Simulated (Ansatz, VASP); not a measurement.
One calculation of NaCu, two programs

```
CELL_PARAMETERS angstrom
2.94224 0.00000 0.00000
0.00000 2.94224 0.00000
0.00000 0.00000 4.04091
ATOMIC_POSITIONS crystal
Na 0.00000 0.00000 0.00000
Cu 0.50000 0.50000 0.50000
```

Alike in both runs: task band structure; functional LDA; k mesh 9 × 9 × 7; occupations fermi-dirac, width 0.05 eV; no spin polarisation.

```csv
,VASP,Ansatz
version,VASP 6.6.1,Ansatz 0.2.0
potentials or method,"VASP PAW LDA potentials, release 64 (Na_pv, Cu)",Ansatz PAW
plane-wave cutoff (eV),520,420
valence electrons in the cell,18,28
```

|  | VASP | Ansatz | Ansatz less VASP |
| --- | --- | --- | --- |
| gap on the k mesh at the Fermi level (eV) | none | none | - |
| pressure (GPa) | -1.7 | -1.9 | -0.19 |
| traceless stress, the component that is largest in VASP (GPa) | 2.39 | 2.45 | +0.063 |

LDA's correlation is that of Perdew and Zunger in VASP and of Perdew and Wang (1992) in Ansatz. A gap of «none» marks a metal or a gap that the smearing closes. VASP's potentials hold 18 valence electrons a cell and Ansatz's 28, so a difference there can come from the potentials and not from the codes.
